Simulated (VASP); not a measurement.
A run of VASP 6.6.1:

INCAR

```
ALGO = Normal
EDIFF = 1E-6
ENCUT = 500
GGA = CA
GGA_COMPAT = F
ISIF = 2
ISMEAR = 0
LASPH = T
LCHARG = F
LREAL = F
LWAVE = F
NBANDS = 16
NELM = 120
PREC = Accurate
SIGMA = 0.1
```

The input KPOINTS:

```
k-points
0
Gamma
  6 6 6
```

POSCAR

```
GaP
1.0
    0.0000000000      2.7252500000      2.7252500000
    2.7252500000      0.0000000000      2.7252500000
    2.7252500000      2.7252500000      0.0000000000
Ga P
1 1
Direct
    0.0000000000      0.0000000000      0.0000000000
    0.2500000000      0.2500000000      0.2500000000
```

Potentials or basis: VASP PAW LDA potentials, release 64 (Ga_d, P).

Command:

```sh
$ cat potpaw_LDA.64/Ga_d/POTCAR potpaw_LDA.64/P/POTCAR > POTCAR
$ mpirun -np 1 vasp_std > vasp.out
```

Hardware: 1 thread of AMD EPYC 7R13, on a shared host.

**Question.** How long does it take, and how much memory?

**Answer.** Run time: 18 s on 1 thread of AMD EPYC 7R13, on a shared host, peak memory 0.11 GiB. Counts: scf iterations 12, k points 16.
